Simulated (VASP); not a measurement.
# Zn (Fm-3m) in VASP: notebook

Runs on Zn. Level: RPBE. Tasks: single point.

Program: VASP 6.6.1. These are calculated values, not measurements. Logs are shortened: lines on timing, memory, paths and dates and some standing lists are left out, and cuts for length are marked.

**1. The cell of the first run**

The structure is cubic, space group Fm-3m (No. 225). Conventional cell: a = 4.094 Å, b = 4.094 Å, c = 4.094 Å, α = 90.00°, β = 90.00°, γ = 90.00°. Within 3.8 Å of Zn (site symmetry m-3m) lie 12 Zn at 2.90 Å.

**2. Single point, RPBE (volume scaled by 1.08)**

Input file INCAR:

```
PREC     = Accurate       # precision mode
ENCUT    = 520            # plane-wave cutoff, eV
EDIFF    = 1E-7           # SCF threshold, eV
ISMEAR   = -1             # smearing method
SIGMA    = 0.1            # smearing width, eV
LREAL    = F              # projectors in reciprocal space
LASPH    = T              # aspherical terms in the spheres
NELM     = 100            # most SCF steps
ALGO     = Normal         # electronic algorithm
ISIF     = 2              # what is computed and relaxed
LWAVE    = F              # write WAVECAR
LCHARG   = F              # write CHGCAR
GGA      = RP             # functional
NBANDS   = 12             # bands
```

Input file KPOINTS:

```
regular mesh
0
Gamma
  15 15 15
```

Input file POSCAR:

```
Zn
1.0
    0.0000000000      2.0472195427      2.0472195427
    2.0472195427      0.0000000000      2.0472195427
    2.0472195427      2.0472195427      0.0000000000
Zn
1
Direct
    0.0000000000      0.0000000000      0.0000000000
```

Potentials or basis: VASP PAW PBE potentials, release 64 (Zn).

The run is started by

```sh
> cat potpaw_PBE.64/Zn/POTCAR > POTCAR
> mpirun -np 1 vasp_std > vasp.out
```

OUTCAR:

```text
PREC = Accurate
   ENCUT = 520
   EDIFF = 1E-7
   ISMEAR = -1
   LREAL = F
   LASPH = T
   NELM = 100
   ISIF = 2
   GGA = RP

 ion  position               nearest neighbor table
   1  0.000  0.000  0.000-

  LATTYP: Found a face centered cubic cell.
 ALAT       =     4.0944390854

  Lattice vectors:

 A1 = (   0.0000000000,   2.0472195427,   2.0472195427)
 A2 = (   2.0472195427,   0.0000000000,   2.0472195427)
 A3 = (   2.0472195427,   2.0472195427,   0.0000000000)

Analysis of symmetry for initial positions (statically):
=====================================================================
 Subroutine PRICEL returns:
 Original cell was already a primitive cell.

 Routine SETGRP: Setting up the symmetry group for a
 face centered cubic supercell.

 Subroutine GETGRP returns: Found 48 space group operations
 (whereof 48 operations were pure point group operations)
 out of a pool of 48 trial point group operations.

The static configuration has the point symmetry O_h .

Analysis of symmetry for dynamics (positions and initial velocities):
=====================================================================
 Subroutine PRICEL returns:
 Original cell was already a primitive cell.

 Routine SETGRP: Setting up the symmetry group for a
 face centered cubic supercell.

 Subroutine GETGRP returns: Found 48 space group operations
 (whereof 48 operations were pure point group operations)
 out of a pool of 48 trial point group operations.

The dynamic configuration has the point symmetry O_h .

 Subroutine INISYM returns: Found 48 space group operations
 (whereof 48 operations are pure point group operations),
 and found     1 'primitive' translations

----------------------------------------------------------------------------------------

                                     Primitive cell

  volume of cell :      17.1602

  direct lattice vectors                    reciprocal lattice vectors
     0.000000000  2.047219543  2.047219543    -0.244233698  0.244233698  0.244233698
     2.047219543  0.000000000  2.047219543     0.244233698 -0.244233698  0.244233698
     2.047219543  2.047219543  0.000000000     0.244233698  0.244233698 -0.244233698

  length of vectors
     2.895205642  2.895205642  2.895205642     0.423025174  0.423025174  0.423025174

  position of ions in fractional coordinates (direct lattice)
     0.000000000  0.000000000  0.000000000

  ion indices of the primitive-cell ions
   primitive index   ion index
[... 74 lines left out ...]
   LREAL  =      F    real-space projection
   EDIFFG = 0.1E-05   stopping-criterion for IOM
   NSW    =      0    number of steps for IOM
   IBRION =     -1    ionic relax: 0-MD 1-quasi-New 2-CG
   NFREE  =      0    steps in history (QN), initial steepest desc. (CG)
   ISIF   =      2    stress and relaxation
   ISYM   =      2    0-nonsym 1-usesym 2-fastsym
   POTIM  = 0.5000    time-step for ionic-motion
   TEBEG  =    0.0;   TEEND  =   0.0 temperature during run
   PSTRESS=    0.0 pullay stress
   NELECT =      12.0000    total number of electrons
   NUPDOWN=      -1.0000    fix difference up-down
   EMIN   =  10.00;   EMAX   =-10.00  energy-range for DOS
   EFERMI =   0.00;   METHOD = LEGACY
   ISMEAR =    -1;   SIGMA  =   0.10  broadening in eV -4-tet -1-fermi 0-gaus
   EFERMI_NEDOS =   21; number of points for ismear=-14 and -15
   IALGO  =     38    algorithm
   IMIX   =      4    mixing-type and parameters
     AMIX     =   0.40;   BMIX     =  1.00
     AMIX_MAG =   1.60;   BMIX_MAG =  1.00
  volume/ion in A,a.u.               =      17.16       115.80
  Fermi-wavevector in a.u.,A,eV,Ry     =   1.453096  2.745952 28.728519  2.111487
  Thomas-Fermi vector in A             =   2.570402
   LORBIT       =      0    0 simple, 1 ext, 2 COOP (PROOUT), +10 PAW based schemes
   GGA     = RP    functional components
   LHFCALC =     F    Hartree Fock is set to
   AEXX    =    0.0000 exact exchange contribution
   IVDW    =     0    specifies the selected vdW correction
   LEPSILON=     F    determine dielectric tensor
   LRPA    =     F    only Hartree local field effects (RPA)
 non-spin polarized calculation
  energy-cutoff  :      520.00
  volume of cell :       17.16
 maximum number of plane-waves:       483
 NGX is ok and might be reduce to    24
   NGX = 11   NGY = 11   NGZ = 11

 number of electron      12.0000010 magnetization

 Free energy of the ion-electron system (eV)
  ---------------------------------------------------
  ext. energy  EPLUGINS =         0.00000000
  ---------------------------------------------------
  free energy    TOTEN  =        -0.71222841 eV

  energy without entropy =       -0.70044245  energy(sigma->0) =       -0.70633543

 E-fermi :   2.3607     XC(G=0): -10.8140

 val. band max:        2.2810255447   @ k =  -0.4000   0.4667   0.0667
 cond. band min:       2.4091225084   @ k =  -0.4667   0.2000   0.0000
 fundamental gap:      0.1280969638
 Fermi energy:         2.3606672497

 k-point     1 :       0.0000    0.0000    0.0000
  band No.  band energies     occupation
      1      -7.0001      2.00000
      2      -4.9145      2.00000
      3      -4.9145      2.00000
      4      -4.9145      2.00000
      5      -4.6165      2.00000
      6      -4.6165      2.00000
      7      19.0965      0.00000
      8      19.0965      0.00000
      9      19.0965      0.00000
     10      20.3070      0.00000
     11      21.9590      0.00000
     12      21.9590      0.00000
[... 331 lines left out ...]
 k-point    24 :       0.2000    0.1333    0.0000
  band No.  band energies     occupation
      1      -5.9528      2.00000
      2      -5.0270      2.00000
      3      -4.8011      2.00000
      4      -4.7919      2.00000
      5      -4.6475      2.00000
      6      -4.5603      2.00000
      7      13.4752      0.00000
      8      15.0547      0.00000
      9      16.8355      0.00000
     10      18.2244      0.00000
     11      19.3671      0.00000
     12      25.9358      0.00000

 [... further k-points ...]
[... 5 lines left out ...]
  --------------------------------------------------------------------------------------
  -------------------------------------------------------------------------------------
  Total       -0.3770444     -0.3770444     -0.3770444     -0.0000000     -0.0000000     -0.0000000
  in kB      -35.2030146    -35.2030146    -35.2030146     -0.0000000     -0.0000000     -0.0000000
  external PRESSURE =     -35.2030146 kB  Pullay stress =       0.0000000 kB

 VOLUME and BASIS-vectors are now :
 -----------------------------------------------------------------------------
  energy-cutoff  :      520.00
  volume of cell :       17.16
      direct lattice vectors                 reciprocal lattice vectors
     0.000000000  2.047219543  2.047219543    -0.244233698  0.244233698  0.244233698
     2.047219543  0.000000000  2.047219543     0.244233698 -0.244233698  0.244233698
     2.047219543  2.047219543  0.000000000     0.244233698  0.244233698 -0.244233698

 POSITION                                       TOTAL-FORCE (eV/Angst)
 -----------------------------------------------------------------------------------
      0.00000      0.00000      0.00000         0.000000      0.000000      0.000000
 -----------------------------------------------------------------------------------
    total drift:                               -0.000000      0.000000     -0.000000

  FREE ENERGIE OF THE ION-ELECTRON SYSTEM (eV)
  ---------------------------------------------------
  free  energy   TOTEN  =        -0.7122284103 eV

  energy  without entropy=       -0.7004424512  energy(sigma->0) =       -0.70633543
```

stdout:

```text
POSCAR found type information on POSCAR Zn
 POSCAR found :  1 types and       1 ions
 scaLAPACK will be used
 -----------------------------------------------------------------------------
|                                                                             |
|                                                                             |
|     You enforced a specific xc type in the INCAR file but a different       |
|     I HOPE YOU KNOW WHAT YOU ARE DOING!                                     |
|                                                                             |
 -----------------------------------------------------------------------------

 LDA part: xc-table for (Slater+PW92), standard interpolation
 POSCAR, INCAR and KPOINTS ok, starting setup
 FFT: planning ... GRIDC
 FFT: planning ... GRID_SOFT
 FFT: planning ... GRID
 WAVECAR not read
 entering main loop
```

Run time: 31 s. Hardware: 1 thread of Intel Xeon 8259CL, shared host; peak memory 0.15 GiB.

What came out:

```
Free energy            : -0.7122 eV
Pressure               : -3.5 GPa
Band gap on the k mesh : zero (band 6 reaches 4.04 eV, above the bottom of band 7 at 1.07 eV)
```

Levels at points of the mesh, in eV from the Fermi level:
```csv
k point,band 4,band 5,band 6,band 7,band 8,band 9
"(0.00, 0.00, 0.00)",-7.28,-6.98,-6.98,16.74,16.74,16.74
```

Caveat: the cell differs from its parent crystal (volume scaled by 1.08); the PAW data sets were made with another functional, which shifts forces and pressure a little.

**3. Single point, RPBE (volume scaled by 1.12)**

Input file INCAR:

```
SYSTEM = Zn
PREC = Accurate
ENCUT = 520
EDIFF = 1E-6
ISMEAR = -1
SIGMA = 0.1
LREAL = .False.
LASPH = .True.
NELM = 60
ALGO = Normal
ISIF = 2
LWAVE = .False.
LCHARG = .True.
GGA = RP
LELF = .True.
LVHAR = .True.
NBANDS = 12
```

Input file KPOINTS:

```
Automatic mesh
0
Gamma
  15 15 15
  0 0 0
```

Input file POSCAR:

```
Zn
1.0
    0.0000000000      2.0721880955      2.0721880955
    2.0721880955      0.0000000000      2.0721880955
    2.0721880955      2.0721880955      0.0000000000
Zn
1
Direct
    0.0000000000      0.0000000000      0.0000000000
```

Potentials or basis: VASP PAW PBE potentials, release 64 (Zn).

The run is started by

```sh
> cat potpaw_PBE.64/Zn/POTCAR > POTCAR
> mpirun -np 1 vasp_std > vasp.out
```

It took 25 s on 1 thread of Intel Xeon 8259CL, shared host; peak memory 0.15 GiB.

Results (log left out):

```
Free energy            : -0.6957 eV
Pressure               : -4.8 GPa
Band gap on the k mesh : zero (band 6 reaches 3.75 eV, above the bottom of band 7 at 0.81 eV)
```

Levels at points of the mesh, in eV from the Fermi level:
| k point | band 4 | band 5 | band 6 | band 7 | band 8 | band 9 |
| --- | --- | --- | --- | --- | --- | --- |
| (0.00, 0.00, 0.00) | -7.20 | -6.92 | -6.92 | 16.27 | 16.27 | 16.27 |

Caveat: the cell differs from its parent crystal (volume scaled by 1.12); the PAW data sets were made with another functional, which shifts forces and pressure a little.

**4. Single point, RPBE**

This run uses another cell than the first one, of 15.89 Å³/atom, 0.926 times its volume.

Input file INCAR:

```
PREC = Accurate
ENCUT = 520
EDIFF = 1E-7
ISMEAR = -1
SIGMA = 0.1
LREAL = F
LASPH = T
NELM = 100
ALGO = Normal
ISIF = 2
LWAVE = F
LCHARG = T
GGA = RP
LELF = T
LVHAR = T
NBANDS = 12
```

Input file KPOINTS:

```
Automatic mesh
0
Gamma
  22 22 22
```

Input file POSCAR:

```
Zn
1.0
    0.0000000000      1.9953687523      1.9953687523
    1.9953687523      0.0000000000      1.9953687523
    1.9953687523      1.9953687523      0.0000000000
Zn
1
Direct
    0.0000000000      0.0000000000      0.0000000000
```

The run is started by

```sh
> cat potpaw_PBE.64/Zn/POTCAR > POTCAR
> mpirun -np 1 vasp_std > vasp.out
```

Run time: 70 s. Hardware: 1 thread of Intel Xeon 8259CL, shared host; peak memory 0.18 GiB.

It converged, with:

| Quantity | Value |
| --- | --- |
| Free energy | -0.7271 eV |
| Pressure | 0.2 GPa |
| Band gap on the k mesh | zero (band 6 reaches 4.65 eV, above the bottom of band 7 at 1.49 eV) |

Levels at points of the mesh, in eV from the Fermi level:
```tsv
k point	band 3	band 4	band 5	band 6	band 7	band 8	band 9	band 10
(0.00, 0.00, 0.00)	-7.48	-7.48	-7.13	-7.13	17.72	17.72	17.72	18.48
(0.50, 0.00, 0.00)	-7.48	-6.87	-6.87	-2.70	-1.40	14.81	14.81	17.06
(0.50, 0.50, 0.00)	-6.89	-6.81	-6.81	-0.87	1.61	8.25	8.25	11.75
```

Caveat: the PAW data sets were made with another functional, which shifts forces and pressure a little.

**5. Overview**

```csv
cell,k mesh,gap on the mesh (eV),pressure (GPa)
"a = 2.895 Å, angles 60.0°, 1 atom",15 × 15 × 15,none,-3.5
"a = 2.931 Å, angles 60.0°, 1 atom",15 × 15 × 15,none,-4.8
"a = 2.822 Å, angles 60.0°, 1 atom",22 × 22 × 22,none,0.2
```

Alike in all rows: task single point; level RPBE; potentials or basis VASP PAW PBE potentials, release 64 (Zn); no spin polarisation; cutoff (eV) 520; smearing fermi-dirac 0.1 eV.

Caveats: the PAW data sets were made with another functional, which shifts forces and pressure a little.

Absolute energies hang on the potentials; compare differences alone.
